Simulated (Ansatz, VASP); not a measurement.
One calculation of Pb, two programs

Contents of INCAR:

```
PREC = Accurate
ENCUT = 500
EDIFF = 1E-6
ISMEAR = -1
SIGMA = 0.05
LREAL = F
LASPH = T
NELM = 120
ALGO = Normal
ISIF = 2
LWAVE = F
LCHARG = T
GGA = CA
LELF = T
LVHAR = T
NBANDS = 13
GGA_COMPAT = F
```

File KPOINTS:

```
Automatic mesh
0
Gamma
  15 15 15
```

The input POSCAR:

```
Pb
1.0
    0.0000000000      1.8415115593      1.8415115593
    1.8415115593      0.0000000000      1.8415115593
    1.8415115593      1.8415115593      0.0000000000
Pb
1
Direct
    0.0000000000      0.0000000000      0.0000000000
```

Input for Ansatz:

```yaml
crystal:
  lattice:
    - [0.0, 1.8415115593, 1.8415115593]
    - [1.8415115593, 0.0, 1.8415115593]
    - [1.8415115593, 1.8415115593, 0.0]
  atoms:
    - { symbol: Pb, position: [0.0, 0.0, 0.0] }
kpoints:
  mp_grid: { grid: [15, 15, 15] }
scf:
  occupations: { method: fermi_dirac, width: 0.05 }
hamiltonian:
  xc: lda
  pseudopotentials: { kind: all_electron, datasets: crystal }
output:
  forces: true
  stress: true
  eigenvalues: true
```

Change from the starting cell: volume scaled by 0.43, crystal datasets.

Alike in both runs: task single point; functional LDA; k mesh 15 × 15 × 15; occupations fermi-dirac, width 0.05 eV; no spin polarisation.

|  | VASP | Ansatz |
| --- | --- | --- |
| version | VASP 6.6.1 | Ansatz 0.2.0 |
| potentials or method | VASP PAW LDA potentials, release 64 (Pb_d), cutoff 500 eV | all-electron PAW with datasets made for the crystal, scalar-relativistic |

|  | VASP | Ansatz | Ansatz less VASP |
| --- | --- | --- | --- |
| pressure (GPa) | 357.6 | 354.3 | -3.22 |

LDA's correlation is that of Perdew and Zunger in VASP and of Perdew and Wang (1992) in Ansatz. Both programs put the cell under a high pressure, so it lies far from rest at this level. Ansatz ran all-electron here, and VASP with PAW potentials.

Neither program's run includes spin-orbit coupling. Noted on VASP's run: the cell as given lies far from equilibrium.
